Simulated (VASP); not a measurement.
MgO, 12 atoms in the cell. Symmetry: P-4m2, No. 115, tetragonal system. Conventional cell: a = 5.523 Å, b = 5.523 Å, c = 5.523 Å, α = 90.00°, β = 90.00°, γ = 90.00°. Mg (site symmetry m) has 4 O at 1.89 to 2.02 Å within 2.5 Å. Within 2.7 Å of Mg (site symmetry -4m2) lie 4 O at 2.02 Å. Mg (site symmetry -4m2) has 4 O at 1.89 Å within 2.5 Å. Within 2.5 Å of O (site symmetry m) lie 4 Mg at 1.89 to 2.02 Å. O (site symmetry -4m2) has 4 Mg at 1.89 Å within 2.5 Å. Within 2.7 Å of O (site symmetry -4m2) lie 4 Mg at 2.02 Å.  This cell differs from its parent crystal: mode 14 frozen in at -0.029 Å and mode 24 at -0.115 Å (largest displacements).

```yaml
Program: VASP 6.6.1
Task: single point
Functional: LDA
Potentials_or_basis: VASP PAW LDA potentials, release 64 (Mg, O)
Cutoff: 520 eV
k_mesh: 4 × 4 × 4
Occupations: gaussian, width 0.05 eV
Spin: no spin polarisation
Dipole_correction: no
Further_INCAR_settings: ALGO = Normal; EDIFF = 1e-07; NBANDS = 36
```

Potentials or basis: VASP PAW LDA potentials, release 64 (Mg, O).

Run with:

```bash
$ cat potpaw_LDA.64/Mg/POTCAR potpaw_LDA.64/O/POTCAR > POTCAR
$ mpirun -np 1 vasp_std > vasp.out
```

Hardware: 1 thread of Intel(R) Xeon(R) Platinum 8559C (Emerald Rapids) (shared host).

Problem. Estimate the wall time of this run.

Solution. Wall time 78 s on 1 thread of Intel(R) Xeon(R) Platinum 8559C (Emerald Rapids) (shared host), peak memory 0.25 GiB. Counts: scf iterations 16, k points 18.
